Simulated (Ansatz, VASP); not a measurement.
# One calculation of Nb, two programs

The input INCAR:

```
SYSTEM = Nb
PREC     = Accurate       ! precision mode
ENCUT    = 520            ! plane-wave cutoff, eV
EDIFF    = 1E-6           ! SCF threshold, eV
ISMEAR   = -1             ! smearing method
SIGMA    = 0.1            ! smearing width, eV
LREAL    = .FALSE.        ! projectors in reciprocal space
LASPH    = .TRUE.         ! aspherical terms in the spheres
NELM     = 80             ! most SCF steps
ALGO     = Normal         ! electronic algorithm
ISIF     = 2              ! what is computed and relaxed
LWAVE    = .FALSE.        ! write WAVECAR
LCHARG   = .FALSE.        ! write CHGCAR
GGA      = B5             ! functional
ALDAX    = 1.0          
AGGAX    = 1.0          
AGGAC    = 1.0          
ALDAC    = 0.0          
NBANDS   = 20             ! bands
```

Contents of KPOINTS:

```
Automatic mesh
0
G
  10 10 10
  0 0 0
```

Contents of POSCAR:

```
Nb
1.0
    0.0000000000      3.0616037476      3.0616037476
    3.0616037476      0.0000000000      3.0616037476
    3.0616037476      3.0616037476      0.0000000000
Nb
2
Direct
    0.1250000000      0.1250000000      0.1250000000
    0.8750000000      0.8750000000      0.8750000000
```

Input for Ansatz:

```yaml
crystal:
  lattice:
    - [0.0, 3.0616037476, 3.0616037476]
    - [3.0616037476, 0.0, 3.0616037476]
    - [3.0616037476, 3.0616037476, 0.0]
  atoms:
    - { symbol: Nb, position: [0.125, 0.125, 0.125] }
    - { symbol: Nb, position: [0.875, 0.875, 0.875] }
hamiltonian:
  xc: blyp
  pseudopotentials:
    kind: paw
    azcp:
      Nb: "pseudopotentials/Nb.paw.azcp"
basis:
  ecutwfc: 420
  fft_grid_basis: typed
kpoints:
  mp_grid: { grid: [10, 10, 10], shift: [0, 0, 0] }
magnetization:
  spin_polarized: false
scf:
  occupations: { method: fermi_dirac, width: 0.1 }
  lower_state_search: "off"
output:
  stress: true
```

Alike in both runs: task single point; functional BLYP; k mesh 10 × 10 × 10; occupations fermi-dirac, width 0.1 eV; no spin polarisation.

|  | VASP | Ansatz |
| --- | --- | --- |
| version | VASP 6.6.1 | Ansatz 0.2.0 |
| potentials or method | VASP PAW PBE potentials, release 64 (Nb_sv), cutoff 520 eV | plane waves (420 eV) with PAW, scalar-relativistic |
| valence electrons in the cell | 26 | 26 |

```tsv
	VASP	Ansatz	Ansatz less VASP
pressure (GPa)	-2.1	-2.0	+0.06
```

VASP's potentials were made for PBE, not for BLYP. The functional is the same, so the differences come from potentials, cutoffs and numerics.
